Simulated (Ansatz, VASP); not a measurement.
# Two plane-wave programs on C

INCAR

```
PREC = Accurate ; ENCUT = 520
EDIFF = 1E-6 ; ISMEAR = 0
SIGMA = 0.05 ; LREAL = False
LASPH = True ; NELM = 60
ALGO = Normal ; ISIF = 2
LWAVE = False ; LCHARG = False
NBANDS = 11
```

The input KPOINTS:

```
Automatic mesh
0
Gamma
  12 12 12
```

File POSCAR:

```
C
1.0
    1.2280263465      0.7090013417      3.3470108394
   -1.2280263465      0.7090013417      3.3470108394
    0.0000000000     -1.4180026834      3.3470108394
C
2
Direct
    0.1341225945      0.1341225945      0.1341225945
    0.8360000000      0.8360000000      0.8360000000
```

Input for Ansatz:

```yaml
crystal:
  lattice:
    - [1.2280263465, 0.7090013417, 3.3470108394]
    - [-1.2280263465, 0.7090013417, 3.3470108394]
    - [0.0, -1.4180026834, 3.3470108394]
  atoms:
    - { symbol: C, position: [0.1341225945, 0.1341225945, 0.1341225945] }
    - { symbol: C, position: [0.836, 0.836, 0.836] }
basis:
  ecutwfc: 420
kpoints:
  mp_grid: { grid: [12, 12, 12] }
hamiltonian:
  xc: lda
scf:
  occupations: { method: gaussian, width: 0.05 }
output:
  forces: true
  stress: true
  eigenvalues: true
  write_density: true
  write_potential: true
  elf: true
  volumetric_format: npy
```

Alike in both runs: task single point; functional LDA; k mesh 12 × 12 × 12; occupations gaussian, width 0.05 eV; no spin polarisation.

|  | VASP | Ansatz |
| --- | --- | --- |
| version | VASP 6.6.1 | Ansatz 0.2.0 |
| potentials or method | VASP PAW LDA potentials, release 64 (C), cutoff 520 eV | scalar-relativistic, plane waves, PAW |
| valence electrons in the cell | 8 | 8 |

VASP gave:

```
gap on the k mesh at the Fermi level (eV)                     : 0.80
least direct gap on the mesh (eV)                             : 0.80
pressure (GPa)                                                : -10.7
traceless stress, the component that is largest in VASP (GPa) : -13.14
rms of the force components (eV/Å)                            : 3.454
```

Estimate Ansatz's values.

gap on the k mesh at the Fermi level (eV): 0.80; least direct gap on the mesh (eV): 0.80; pressure (GPa): -11.5; traceless stress, the component that is largest in VASP (GPa): -12.34; rms of the force components (eV/Å): 3.480.

LDA's correlation is that of Perdew and Zunger in VASP and of Perdew and Wang (1992) in Ansatz. Atom by atom the forces differ by 0.025 eV/Å (rms over components).
